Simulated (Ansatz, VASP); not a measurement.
# One calculation of GeH2, two programs

```
CELL_PARAMETERS angstrom
0.00000 2.39621 2.39621
2.39621 0.00000 2.39621
2.39621 2.39621 0.00000
ATOMIC_POSITIONS crystal
Ge 0.00000 0.00000 0.00000
H 0.25000 0.25000 0.25000
H 0.75000 0.75000 0.75000
```

Alike in both runs: task single point; functional LDA; k mesh 6 × 6 × 6; occupations gaussian, width 0.05 eV; no spin polarisation.

|  | VASP | Ansatz |
| --- | --- | --- |
| version | VASP 6.6.1 | Ansatz 0.2.0 |
| potentials or method | VASP PAW LDA potentials, release 64 (Ge_d, H), cutoff 500 eV | scalar-relativistic, plane waves, PAW |
| valence electrons in the cell | 16 | 16 |

VASP gave:

| Property | Result |
| --- | --- |
| gap on the k mesh at the Fermi level (eV) | none |
| pressure (GPa) | -0.2 |

Task: What did Ansatz give for the same quantities?

Result: gap on the k mesh at the Fermi level (eV): none; pressure (GPa): -0.1.

LDA's correlation is that of Perdew and Zunger in VASP and of Perdew and Wang (1992) in Ansatz. A gap of «none» marks a metal or a gap that the smearing closes.

The k mesh is coarse, so the values compare programs but aren't converged.
